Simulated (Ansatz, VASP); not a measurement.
**One calculation of Ta4C3, two programs**

POSCAR

```
Ta4C3
1.0
    4.4247933841      0.0000000000      0.0110619835
    0.0000000000      4.4247933841      0.0000000000
    0.0110619835      0.0000000000      4.4247933841
Ta C
4 3
Direct
    0.0000000000      0.5000000000      0.5000000000
    0.5000000000      0.0000000000      0.5000000000
    0.5000000000      0.5000000000      0.0000000000
    0.0000000000      0.0000000000      0.0000000000
    0.5000000000      0.0000000000      0.0000000000
    0.0000000000      0.5000000000      0.0000000000
    0.0000000000      0.0000000000      0.5000000000
```

INCAR.step1

```
SYSTEM = Ta4C3
ALGO     = Normal         ! electronic algorithm
EDIFF    = 1E-4           ! SCF threshold, eV
ENCUT    = 520            ! plane-wave cutoff, eV
GGA      = PE             ! functional
ISMEAR   = 0              ! smearing method
LASPH    = .True.         ! aspherical terms in the spheres
LCHARG   = .False.        ! write CHGCAR
LREAL    = .False.        ! projectors in reciprocal space
LWAVE    = .True.         ! write WAVECAR
NBANDS   = 37             ! bands
NELM     = 100            ! most SCF steps
PREC     = Accurate       ! precision mode
SIGMA    = 0.15           ! smearing width, eV
```

The input INCAR.step2:

```
SYSTEM = Ta4C3
ALGO     = Normal         ! electronic algorithm
EDIFF    = 1E-7           ! SCF threshold, eV
ENCUT    = 520            ! plane-wave cutoff, eV
ISIF     = 2              ! what is computed and relaxed
ISMEAR   = 0              ! smearing method
ISTART   = 1            
LASPH    = .True.         ! aspherical terms in the spheres
LCHARG   = .False.        ! write CHGCAR
LMIXTAU  = .True.       
LREAL    = .False.        ! projectors in reciprocal space
LWAVE    = .False.        ! write WAVECAR
METAGGA  = R2SCAN         ! meta-GGA
NBANDS   = 37             ! bands
NELM     = 100            ! most SCF steps
PREC     = Accurate       ! precision mode
SIGMA    = 0.15           ! smearing width, eV
```

File KPOINTS:

```
k-points
0
Gamma
  10 10 10
  0 0 0
```

Input for Ansatz:

```yaml
crystal:
  lattice:
    - [4.4247933841, 0.0, 0.0110619835]
    - [0.0, 4.4247933841, 0.0]
    - [0.0110619835, 0.0, 4.4247933841]
  atoms:
    - { symbol: Ta, position: [0.0, 0.5, 0.5] }
    - { symbol: Ta, position: [0.5, 0.0, 0.5] }
    - { symbol: Ta, position: [0.5, 0.5, 0.0] }
    - { symbol: Ta, position: [0.0, 0.0, 0.0] }
    - { symbol: C, position: [0.5, 0.0, 0.0] }
    - { symbol: C, position: [0.0, 0.5, 0.0] }
    - { symbol: C, position: [0.0, 0.0, 0.5] }
basis:
  ecutwfc: 500
kpoints:
  mp_grid: { grid: [10, 10, 10] }
hamiltonian:
  xc: r2scan
scf:
  occupations: { method: gaussian, width: 0.15 }
output:
  forces: true
  stress: true
  eigenvalues: true
```

Change from the starting cell: strain +0.0050 x Voigt [0, 0, 0, 0, 1, 0], atoms carried along.

Alike in both runs: task single point; functional r2SCAN; k mesh 10 × 10 × 10; occupations gaussian, width 0.15 eV; no spin polarisation.

|  | VASP | Ansatz |
| --- | --- | --- |
| version | VASP 6.6.1 | Ansatz 0.2.0 |
| potentials or method | VASP PAW PBE potentials, release 64 (Ta_pv, C), cutoff 520 eV | scalar-relativistic, plane waves, PAW |
| valence electrons in the cell | 56 | 64 |

```csv
,VASP,Ansatz,Ansatz less VASP
gap on the k mesh at the Fermi level (eV),none,none,-
pressure (GPa),1.1,0.0,-1.07
"traceless stress, the component that is largest in VASP (GPa)",-0.62,-0.62,-0.001
```

VASP's potentials were made for PBE, not for r2SCAN. A gap of «none» marks a metal or a gap that the smearing closes. VASP's potentials hold 56 valence electrons a cell and Ansatz's 64, so a difference there can come from the potentials and not from the codes.

Spin-orbit coupling is off throughout.
